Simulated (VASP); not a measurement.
# Si7RuO16 (a cell with a defect) in VASP: notebook

Runs on Si7RuO16 (a cell with a defect). Level: PBE. Tasks: single point.

Everything below comes from runs of VASP 6.6.1. Logs are shortened: lines on timing, memory, paths and dates and some standing lists are left out, and cuts for length are marked.

### 1 The cell of the first run

The cell holds a defect, 24 atoms: a = 8.726 Å, b = 8.726 Å, c = 7.186 Å, α = 65.69°, β = 65.69°, γ = 48.63°.

### 2 Single point, PBE, collinear spin

INCAR

```
SYSTEM = Si7RuO16
  ALGO = Normal
  EDIFF = 1E-6
  ENCUT = 520
  GGA = PE
  GGA_COMPAT = .FALSE.
  ISIF = 2
  ISMEAR = -1
  ISPIN = 2
  LASPH = .TRUE.
  LCHARG = .TRUE.
  LELF = .TRUE.
  LMAXMIX = 4
  LORBIT = 11
  LREAL = .FALSE.
  LVHAR = .TRUE.
  LWAVE = .FALSE.
  MAGMOM = 0 0 0 0 0 0 0 1.08 0.01 0 0.05 0 0 0.01 0 0.16 0 0.05 0 0 0.15 0 0 0
  NBANDS = 91
  NELM = 200
  NUPDOWN = 2.0
  PREC = Accurate
  SIGMA = 0.01
```

KPOINTS

```
k-points
0
G
  1 1 1
  0 0 0
```

POSCAR

```
Si7RuO16
1.0
    0.0000000000      5.0813926894      7.0944098913
    5.0813926894      0.0000000000      7.0944098913
    5.0813926894      5.0813926894      0.0000000000
Si Ru O
7 1 16
Direct
    0.2721174645      0.2538206475      0.4389763518
    0.7289165154      0.7483297566      0.9631845329
    0.0470476161      0.6955137796      0.1300610533
    0.5931707702      0.1568346850      0.6226420333
    0.4072395529      0.8460268850      0.3702887759
    0.9530864644      0.3070788611      0.8702086587
   -0.0003546111      0.0014879718      0.3066187827
    0.4997441240      0.5016775199      0.8019559857
    0.1490495124      0.2256030734      0.6760909620
    0.5469910461      0.7500952818      0.1594120992
    0.4817552119      0.3030964888      0.7929859676
    0.9685478196      0.8538350500      0.2669287385
    0.4529645928      0.2533026146      0.4557852646
    0.8519178335      0.7762621934      1.0495257065
    0.1980795595      0.8644860215      0.4155397058
    0.7840916642      0.3067762841      0.8272139053
    0.0301639584      0.1482482602      0.0871486967
    0.5180766362      0.6995574455      0.5755836043
    0.3686278169      0.0650678322      0.3338527543
    0.8705742498      0.5345067427      0.8803707966
    0.2162724025      0.6970999009      0.9186194038
    0.8019355648      0.1391407875      0.4770527173
    0.1305523717      0.4672152362      0.2835792401
    0.6335301542      0.9368293753      0.7653303787
```

Potentials or basis: VASP PAW PBE potentials, release 64 (Si, Ru_pv, O).

Command:

```bash
> cat potpaw_PBE.64/Si/POTCAR potpaw_PBE.64/Ru_pv/POTCAR potpaw_PBE.64/O/POTCAR > POTCAR
> mpirun -np 1 vasp_gam > vasp.out
```

OUTCAR:

```text
SYSTEM = Si7RuO16
   EDIFF = 1E-6
   ENCUT = 520
   GGA = PE
   ISIF = 2
   ISMEAR = -1
   ISPIN = 2
   LASPH = .TRUE.
   LORBIT = 11
   LREAL = .FALSE.
   NELM = 200
   NUPDOWN = 2.0
   PREC = Accurate

 ion  position               nearest neighbor table
   1  0.272  0.254  0.439-   9 1.62  23 1.62  13 1.63  19 1.63   4 3.05   5 3.12
   2  0.729  0.748  0.963-  14 1.62  20 1.62  10 1.63  24 1.63   5 3.05   4 3.12
   3  0.047  0.696  0.130-  14 1.62  23 1.63  21 1.63  12 1.63   7 3.13
   4  0.593  0.157  0.623-  22 1.62  24 1.63  13 1.63  11 1.65   7 3.02   1 3.05   2 3.12   8 3.24

   5  0.407  0.846  0.370-  15 1.62  19 1.63  10 1.63  18 1.65   7 3.03   2 3.05   1 3.12   8 3.24

   6  0.953  0.307  0.870-   9 1.62  20 1.63  16 1.63  17 1.63   7 3.14
   7  1.000  0.001  0.307-  17 1.62  12 1.63  15 1.63  22 1.63   4 3.02   5 3.03   3 3.13   6 3.14

   8  0.500  0.502  0.802-  18 1.87  11 1.87  16 1.90  21 1.90   4 3.24   5 3.24
   9  0.149  0.226  0.676-   1 1.62   6 1.62
  10  0.547  0.750  0.159-   2 1.63   5 1.63
  11  0.482  0.303  0.793-   4 1.65   8 1.87
  12  0.969  0.854  0.267-   7 1.63   3 1.63
  13  0.453  0.253  0.456-   1 1.63   4 1.63
  14  0.852  0.776  0.050-   2 1.62   3 1.62
[... 8 lines left out ...]
  23  0.131  0.467  0.284-   1 1.62   3 1.63
  24  0.634  0.937  0.765-   4 1.63   2 1.63

  LATTYP: Found a body centered tetragonal cell.
 ALAT       =     7.1861744571
 C/A-ratio  =     1.9744608021

  Lattice vectors:

 A1 = (  -5.0813926894,   0.0000000000,   7.0944098913)
 A2 = (   5.0813926894,   0.0000000000,   7.0944098913)
 A3 = (   0.0000000000,   5.0813926894,  -7.0944098913)

Analysis of symmetry for initial positions (statically):
=====================================================================
 Subroutine PRICEL returns:
 Original cell was already a primitive cell.

 Routine SETGRP: Setting up the symmetry group for a
 body centered tetragonal supercell.

 Subroutine GETGRP returns: Found  1 space group operations
 (whereof  1 operations were pure point group operations)
 out of a pool of 16 trial point group operations.

The static configuration has the point symmetry C_1 .

Analysis of symmetry for dynamics (positions and initial velocities):
=====================================================================
 Subroutine PRICEL returns:
 Original cell was already a primitive cell.

 Routine SETGRP: Setting up the symmetry group for a
 body centered tetragonal supercell.

 Subroutine GETGRP returns: Found  1 space group operations
 (whereof  1 operations were pure point group operations)
 out of a pool of 16 trial point group operations.
[... 177 lines left out ...]
  ext. energy  EPLUGINS =         0.00000000
  ---------------------------------------------------
  free energy    TOTEN  =      -184.89243042 eV

  energy without entropy =     -184.89243042  energy(sigma->0) =     -184.89243042

 E-fermi :   2.0353     XC(G=0):  -8.3075

 val. band max:        1.8979869808   @ k =   0.0000   0.0000   0.0000
 cond. band min:       2.4327312255   @ k =   0.0000   0.0000   0.0000
 fundamental gap:      0.5347442446
 Fermi energy:         2.2315517235

 spin component 1

 k-point     1 :       0.0000    0.0000    0.0000
  band No.  band energies     occupation
      1     -43.0067      1.00000
      2     -42.8428      1.00000
      3     -41.9944      1.00000
      4     -19.3830      1.00000
      5     -18.6090      1.00000
      6     -18.6051      1.00000
[... 73 lines left out ...]
     80       9.0468      0.00000
     81       9.1783      0.00000
 Fermi energy:         2.0352805870

 spin component 2

 k-point     1 :       0.0000    0.0000    0.0000
  band No.  band energies     occupation
      1     -41.9767      1.00000
      2     -41.4324      1.00000
      3     -41.0588      1.00000
      4     -19.3714      1.00000
      5     -18.6034      1.00000
      6     -18.6021      1.00000
[... 73 lines left out ...]
     80       9.0933      0.00000
     81       9.2017      0.00000
 [bands above 81 left out]

------------------------ aborting loop because EDIFF is reached ----------------------------------------

  FORCE on cell =-STRESS in cart. coord.  units (eV):
  Direction    XX          YY          ZZ          XY          YZ          ZX
  --------------------------------------------------------------------------------------
  -------------------------------------------------------------------------------------
  Total        0.8204179      0.9898139      4.4475923     -5.3468975      2.7005834     -2.7970907
  in kB        3.5878472      4.3286487     19.4501861    -23.3830227     11.8101763    -12.2322217
  external PRESSURE =       9.1222273 kB  Pullay stress =       0.0000000 kB

 VOLUME and BASIS-vectors are now :
 -----------------------------------------------------------------------------
  energy-cutoff  :      520.00
  volume of cell :      366.36
      direct lattice vectors                 reciprocal lattice vectors
     0.000000000  5.081392689  7.094409891    -0.098398221  0.098398221  0.070478025
     5.081392689  0.000000000  7.094409891     0.098398221 -0.098398221  0.070478025
     5.081392689  5.081392689  0.000000000     0.098398221  0.098398221 -0.070478025

 POSITION                                       TOTAL-FORCE (eV/Angst)
 -----------------------------------------------------------------------------------
      3.52037      3.61335      3.73122        -0.015037     -0.012334      0.015688
      8.69688      8.59823     10.48019        -0.013831     -0.003778     -0.002391
      4.19507      0.89996      5.26803         0.039618     -0.025379     -0.036092
      3.96083      6.17802      5.32085         0.030384     -0.046374     -0.005605
      6.18058      3.95093      8.89119        -0.036265      0.005811      0.005557
      5.98226      9.26488      8.94013        -0.032100      0.036454      0.026415
[... 16 lines left out ...]
      3.81508      2.10437      4.24081        -0.013943      0.036719      0.012620
      8.64934      7.10816     11.14077        -0.010106      0.004829     -0.017419
 -----------------------------------------------------------------------------------
    total drift:                               -0.000447     -0.000666      0.001992

  FREE ENERGIE OF THE ION-ELECTRON SYSTEM (eV)
  ---------------------------------------------------
  free  energy   TOTEN  =      -184.8924304231 eV

  energy  without entropy=     -184.8924304231  energy(sigma->0) =     -184.89243042

 total charge

# of ion       s       p       d       tot
------------------------------------------
    1        0.637   0.981   0.000   1.618
    2        0.637   0.981   0.000   1.618
    3        0.639   0.978   0.000   1.618
    4        0.645   0.978   0.000   1.623
    5        0.645   0.979   0.000   1.624
    6        0.639   0.979   0.000   1.618
[... 16 lines left out ...]
   23        1.543   3.698   0.000   5.241
   24        1.547   3.682   0.000   5.229
--------------------------------------------------
tot         29.699  71.549   5.768 107.016

 magnetization (x)

# of ion       s       p       d       tot
------------------------------------------
    1        0.000   0.000   0.000   0.000
    2        0.000   0.000   0.000   0.000
    3        0.001   0.004   0.000   0.005
    4        0.002   0.003   0.000   0.005
    5        0.002   0.003   0.000   0.005
    6        0.001   0.004   0.000   0.005
[... 16 lines left out ...]
   23        0.000   0.001   0.000   0.001
   24        0.000  -0.001   0.000  -0.001
--------------------------------------------------
tot          0.029   0.442   1.347   1.818
```

OSZICAR:

```text
N       E                     dE             d eps       ncg     rms          rms(c)
DAV:   1     0.135666262951E+04    0.13567E+04   -0.82148E+04   380   0.147E+03
DAV:   2    -0.908710264917E+02   -0.14475E+04   -0.13931E+04   450   0.373E+02
[... 11 lines left out ...]
DAV:  14    -0.184892347662E+03   -0.15606E-03   -0.46722E-04   456   0.732E-02    0.590E-02
DAV:  15    -0.184892404534E+03   -0.56873E-04   -0.10387E-04   432   0.324E-02    0.375E-02
DAV:  16    -0.184892414483E+03   -0.99488E-05   -0.12793E-05   456   0.150E-02    0.170E-02
DAV:  17    -0.184892427039E+03   -0.12556E-04   -0.11332E-05   384   0.121E-02    0.886E-03
DAV:  18    -0.184892430114E+03   -0.30745E-05   -0.30424E-06   344   0.768E-03    0.732E-03
DAV:  19    -0.184892430423E+03   -0.30940E-06   -0.62895E-07   288   0.335E-03
   1 F= -.18489243E+03 E0= -.18489243E+03  d E =-.208071E-12  mag=     2.0000
```

stdout:

```text
POSCAR found type information on POSCAR SiRuO
 POSCAR found :  3 types and      24 ions
 scaLAPACK will be used
 -----------------------------------------------------------------------------
|                                                                             |
|                                                                             |
|     You have a (more or less) 'large supercell' and for larger cells it     |
|     might be more efficient to use real-space projection operators.         |
|     Therefore, try LREAL= Auto in the INCAR file.                           |
|     Mind: For very accurate calculation, you might also keep the            |
|     reciprocal projection scheme (i.e. LREAL=.FALSE.).                      |
|                                                                             |
 -----------------------------------------------------------------------------

 LDA part: xc-table for (Slater+PW92), standard interpolation
 POSCAR, INCAR and KPOINTS ok, starting setup
 FFT: planning ... GRIDC
 FFT: planning ... GRID_SOFT
 FFT: planning ... GRID
 WAVECAR not read
 entering main loop
```

Wall time 2.6 min (1 thread of Intel Xeon Platinum 8488C (Sapphire Rapids), shared host); peak memory 0.75 GiB.

What came out:

- Free energy: -184.8924 eV
- Pressure: 0.9 GPa
- Largest force: 0.059 eV/Å
- Net moment: 2.00 μB per cell
- Site moments: Si +0.00, +0.01 (each value once); Ru +1.38; O +0.01, +0.00, +0.05, +0.15, -0.00 (each value once) μB
- Valence electrons inside the program's atomic spheres: Si 1.62; Ru 12.48; O 5.25, 5.23, 5.08, 5.24, 5.10 (each value once)

Forces on the atoms (eV/Å):
```
Si  -0.015 -0.012  0.016
Si  -0.014 -0.004 -0.002
Si   0.040 -0.025 -0.036
Si   0.030 -0.046 -0.006
Si  -0.036  0.006  0.006
Si  -0.032  0.036  0.026
Si   0.027  0.028 -0.006
Ru   0.003 -0.006  0.010
O    0.026 -0.001 -0.009
O    0.034  0.009  0.032
O   -0.030 -0.004  0.013
O   -0.035 -0.004  0.005
O   -0.001  0.038 -0.039
O   -0.003  0.020  0.003
O    0.007 -0.007 -0.001
O    0.012 -0.008 -0.033
O   -0.003 -0.030  0.005
O    0.004  0.008 -0.020
O    0.018 -0.021  0.010
O    0.038 -0.030 -0.007
O   -0.021  0.009  0.030
O   -0.024  0.002  0.009
O   -0.014  0.037  0.013
O   -0.010  0.005 -0.017
```

Stress tensor (GPa, compression positive):
```
 0.36 -2.34 -1.22
-2.34  0.43  1.18
-1.22  1.18  1.95
```

Caveat: the k points lie up to 0.98 Å⁻¹ apart, too coarse for converged energies, forces and pressures; the total moment is fixed, so each spin has its own Fermi level and the state may be an excited one.

### 3 Single point, PBE, collinear spin, ferromagnetic start

INCAR

```
SYSTEM = Si7RuO16
PREC = Accurate
ENCUT = 520
EDIFF = 1E-6
ISMEAR = -1
SIGMA = 0.01
LREAL = .FALSE.
LASPH = .TRUE.
NELM = 200
ALGO = Normal
ISIF = 2
LWAVE = .FALSE.
LCHARG = .FALSE.
ISPIN = 2
MAGMOM = 0 0 0 0 0 0 0 0.46 0 0 0.08 0 0 0 0 0.08 0 0.08 0 0 0.08 0 0 0
LORBIT = 11
NUPDOWN = 1.0
LMAXMIX = 4
GGA = PE
NBANDS = 91
NELECT = 137.0
GGA_COMPAT = .FALSE.
```

KPOINTS

```
regular mesh
0
G
  1 1 1
  0 0 0
```

POSCAR

```
Si7RuO16
1.0
    0.0000000000      5.0813926894      7.0944098913
    5.0813926894      0.0000000000      7.0944098913
    5.0813926894      5.0813926894      0.0000000000
Si Ru O
7 1 16
Direct
    0.2494823111      0.2511657803      0.4481757960
    0.7497925886      0.7488459115      0.9492860223
    0.0574704993      0.6856805449      0.1383070607
    0.5858420043      0.1620870786      0.6112287623
    0.4128649871      0.8386957863      0.3587004505
    0.9414135004      0.3145268771      0.8814295426
   -0.0008917174      0.0003111892      0.3034334697
    0.4992760321      0.5008371878      0.8014402376
    0.0981835799      0.2304951231      0.6693521896
    0.5762588022      0.7446829108      0.1532609596
    0.4581101716      0.3379632915      0.7596765636
    0.9604925056      0.8555680479      0.2686948379
    0.4232560792      0.2548541463      0.4747632170
    0.9016624500      0.7691682051      0.9980384056
    0.2049822397      0.8546821818      0.4046713281
    0.7274202140      0.3284789314      0.9206476225
    0.0372902436      0.1450851083      0.0852494338
    0.5396051162      0.6643389654      0.5560880538
    0.3658140904      0.0551252342      0.3448573102
    0.8827820499      0.5371904288      0.8646353644
    0.2726931107      0.6704237715      0.9797031360
    0.7940514577      0.1457956466      0.4656663272
    0.1160653372      0.4629341569      0.2852188347
    0.6328496694      0.9457838473      0.7671740631
```

Potentials or basis: VASP PAW PBE potentials, release 64 (Si, Ru_pv, O).

Command:

```bash
> cat potpaw_PBE.64/Si/POTCAR potpaw_PBE.64/Ru_pv/POTCAR potpaw_PBE.64/O/POTCAR > POTCAR
> mpirun -np 1 vasp_gam > vasp.out
```

Wall time 2.7 min (1 thread of Intel Xeon Platinum 8488C (Sapphire Rapids), shared host); peak memory 0.75 GiB.

Results (log left out):

| Quantity | Value |
| --- | --- |
| Free energy | -186.9597 eV |
| Largest force | 0.060 eV/Å |
| Net moment | 1.00 μB per cell |
| Site moments | Si -0.00; Ru +0.58; O +0.00, +0.08, -0.00, +0.07 (each value once) μB |
| Valence electrons inside the program's atomic spheres | Si 1.60, 1.61 (each value once); Ru 12.57; O 5.23, 5.05, 5.22, 5.06, 5.24 (each value once) |

Forces in eV/Å, atoms in the order of the input:
```
Si  -0.021 -0.021  0.008
Si  -0.019 -0.011  0.019
Si   0.020 -0.031 -0.011
Si  -0.015 -0.025  0.008
Si  -0.022 -0.028  0.000
Si  -0.043  0.022  0.009
Si   0.021  0.018 -0.007
Ru   0.049  0.034 -0.010
O    0.013 -0.003  0.004
O    0.021  0.004  0.000
O   -0.021 -0.015  0.021
O   -0.009 -0.008  0.010
O   -0.005  0.007 -0.001
O   -0.006  0.016 -0.009
O   -0.001  0.000  0.027
O    0.025  0.020  0.006
O   -0.008 -0.010 -0.003
O   -0.018  0.002 -0.032
O    0.035 -0.006 -0.001
O    0.022 -0.016  0.002
O    0.003  0.002  0.000
O   -0.022 -0.009 -0.038
O    0.010  0.031 -0.006
O   -0.008  0.026  0.005
```

Caveat: the k points lie up to 0.98 Å⁻¹ apart, too coarse for converged energies, forces and pressures; the cell carries a net charge on a neutralising background, which shifts energy and pressure; the cell is charged against a uniform background, so pressure and absolute levels hang on convention; the total moment is fixed, so each spin has its own Fermi level and the state may be an excited one.

### 4 Single point, PBE, collinear spin

INCAR

```
PREC = Accurate ; ENCUT = 520
EDIFF = 1E-6 ; ISMEAR = -1
SIGMA = 0.01 ; LREAL = False
LASPH = True ; NELM = 200
ALGO = Normal ; ISIF = 2
LWAVE = False ; LCHARG = True
ISPIN = 2 ; MAGMOM = 0 0 0.01 0 0 0.01 0 1.47 0.01 0 0.18 0 0 0.01 0 0.21 0 0.17 0 0.01 0.21 0 0.01 0
LORBIT = 11 ; NUPDOWN = 3.0
LMAXMIX = 4 ; GGA = PE
LELF = True ; LVHAR = True
NBANDS = 91 ; NELECT = 137.0
GGA_COMPAT = False
```

KPOINTS

```
Automatic mesh
0
Gamma
  1 1 1
```

POSCAR

```
Si7RuO16
1.0
    0.0000000000      5.0813926894      7.0944098913
    5.0813926894      0.0000000000      7.0944098913
    5.0813926894      5.0813926894      0.0000000000
Si Ru O
7 1 16
Direct
    0.2586434225      0.2462500845      0.4480118937
    0.7434464199      0.7497820123      0.9534151008
    0.0443021255      0.6828967277      0.1525817070
    0.5849437380      0.1587324022      0.6126517774
    0.4165480674      0.8374968546      0.3571481896
    0.9573834078      0.3126632707      0.8806479642
    0.0003962383     -0.0019199428      0.3134223623
    0.5005598182      0.4981818426      0.7861956712
    0.1357147789      0.2094001060      0.6843949570
    0.5628570754      0.7449205593      0.1471299512
    0.4465020238      0.3341347722      0.7661735799
    0.9719825611      0.8473918823      0.2751418139
    0.4389567420      0.2521308893      0.4554251530
    0.8681368876      0.7856602719      1.0285132354
    0.2049687703      0.8559338814      0.4165351254
    0.7447539265      0.3524883835      0.8717614691
    0.0281346361      0.1487621136      0.0959182000
    0.5552220319      0.6607875397      0.5471010722
    0.3700077378      0.0549461733      0.3391459249
    0.9022868657      0.5324110126      0.8710779194
    0.2587915901      0.6417534647      0.9734553514
    0.7966839108      0.1402341373      0.4795469837
    0.0987088080      0.4632637152      0.3076171684
    0.6320566358      0.9406580841      0.7644352913
```

Command:

```bash
> cat potpaw_PBE.64/Si/POTCAR potpaw_PBE.64/Ru_pv/POTCAR potpaw_PBE.64/O/POTCAR > POTCAR
> mpirun -np 1 vasp_gam > vasp.out
```

Run time: 2.8 min. Hardware: 1 thread of Intel Xeon Platinum 8488C (Sapphire Rapids), shared host; peak memory 0.74 GiB.

The run converged. Its results:

| Property | Result |
| --- | --- |
| Free energy | -186.5965 eV |
| Largest force | 0.066 eV/Å |
| Net moment | 3.00 μB per cell |
| Site moments | Si +0.00, +0.01 (each value once); Ru +1.87; O +0.01, +0.00, +0.16, +0.20 (each value once) μB |
| Valence electrons inside the program's atomic spheres | Si 1.60, 1.61, 1.59 (each value once); Ru 12.43; O 5.23, 5.05, 5.22, 5.07 (each value once) |

Forces on the atoms (eV/Å):
```
Si  -0.015 -0.021 -0.002
Si  -0.039 -0.009 -0.003
Si   0.058 -0.028 -0.004
Si  -0.016 -0.032  0.010
Si  -0.027 -0.025 -0.012
Si  -0.020  0.052  0.014
Si   0.027  0.029 -0.006
Ru   0.036  0.055 -0.001
O    0.005 -0.011  0.000
O    0.023  0.005  0.019
O    0.001 -0.017  0.027
O   -0.029 -0.006 -0.015
O    0.006  0.034 -0.027
O    0.003  0.023 -0.002
O    0.006 -0.002 -0.015
O    0.014 -0.036 -0.029
O   -0.007 -0.025  0.022
O   -0.001  0.003 -0.017
O    0.024 -0.011  0.006
O    0.025 -0.020 -0.009
O   -0.039 -0.001  0.022
O   -0.019  0.001  0.013
O   -0.009  0.031  0.008
O   -0.007  0.012  0.003
```

Caveat: the k points lie up to 0.98 Å⁻¹ apart, too coarse for converged energies, forces and pressures; the cell carries a net charge on a neutralising background, which shifts energy and pressure; the cell is charged against a uniform background, so pressure and absolute levels hang on convention; the total moment is fixed, so each spin has its own Fermi level and the state may be an excited one.

[end of part 1 of 2]
